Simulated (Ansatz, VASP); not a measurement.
# ZnS: VASP beside Ansatz

The input INCAR:

```
SYSTEM = ZnS
PREC     = Accurate       ! precision mode
ENCUT    = 600            ! plane-wave cutoff, eV
EDIFF    = 1E-7           ! SCF threshold, eV
ISMEAR   = 0              ! smearing method
SIGMA    = 0.02           ! smearing width, eV
LREAL    = .False.        ! projectors in reciprocal space
LASPH    = .True.         ! aspherical terms in the spheres
NELM     = 100            ! most SCF steps
ALGO     = Normal         ! electronic algorithm
ISIF     = 3              ! what is computed and relaxed
LWAVE    = .False.        ! write WAVECAR
LCHARG   = .False.        ! write CHGCAR
GGA      = PE             ! functional
IVDW     = 12             ! dispersion correction
IBRION   = 2              ! ionic algorithm
NSW      = 70             ! ionic steps
EDIFFG   = -0.02          ! ionic threshold
```

KPOINTS

```
Automatic mesh
0
Gamma
  12 12 4
  0 0 0
```

The input POSCAR:

```
ZnS
1.0
    3.8453539406     -0.0000002913      0.0000000000
   -1.9226767180      3.3301743447      0.0000000000
    0.0000000000      0.0000000000      6.3138752307
Zn S
2 2
Direct
    0.3333333333      0.6666666667      0.0048474981
    0.6666666667      0.3333333333      0.5048474981
    0.3333333333      0.6666666667      0.3801525019
    0.6666666667      0.3333333333      0.8801525019
```

Input for Ansatz:

```yaml
crystal:
  lattice:
    - [3.8453539406, -2.913e-07, 0.0]
    - [-1.922676718, 3.3301743447, 0.0]
    - [0.0, 0.0, 6.3138752307]
  atoms:
    - { symbol: Zn, position: [0.3333333333, 0.6666666667, 0.0048474981] }
    - { symbol: Zn, position: [0.6666666667, 0.3333333333, 0.5048474981] }
    - { symbol: S, position: [0.3333333333, 0.6666666667, 0.3801525019] }
    - { symbol: S, position: [0.6666666667, 0.3333333333, 0.8801525019] }
basis:
  ecutwfc: 420
kpoints:
  mp_grid: { grid: [12, 12, 4] }
hamiltonian:
  xc: pbe
  dispersion: d3bj
scf:
  occupations: { method: gaussian, width: 0.02 }
output:
  forces: true
  stress: true
  eigenvalues: true
relax:
  adjacent_minimum: "off"
  f_tol: 0.02
  max_steps: 50
  cell: { stress_tol: 0.1 }
```

Alike in both runs: task relaxation of cell and atoms; functional PBE; dispersion D3(BJ); k mesh 12 × 12 × 4; occupations gaussian, width 0.02 eV; no spin polarisation.

|  | VASP | Ansatz |
| --- | --- | --- |
| version | VASP 6.6.1 | Ansatz 0.2.0 |
| potentials or method | VASP PAW PBE potentials, release 64 (Zn, S), cutoff 600 eV | scalar-relativistic, plane waves, PAW |
| valence electrons in the cell | 36 | 36 |

```tsv
	VASP	Ansatz	Ansatz less VASP
gap on the k mesh at the Fermi level, each at its own relaxed structure (eV)	2.24	2.25	+0.008
relaxed volume (Å³/atom)	19.50	19.42	-0.078
relaxed length of the cell vector where the two differ most in proportion (Å)	3.801	3.794	-0.0068
```
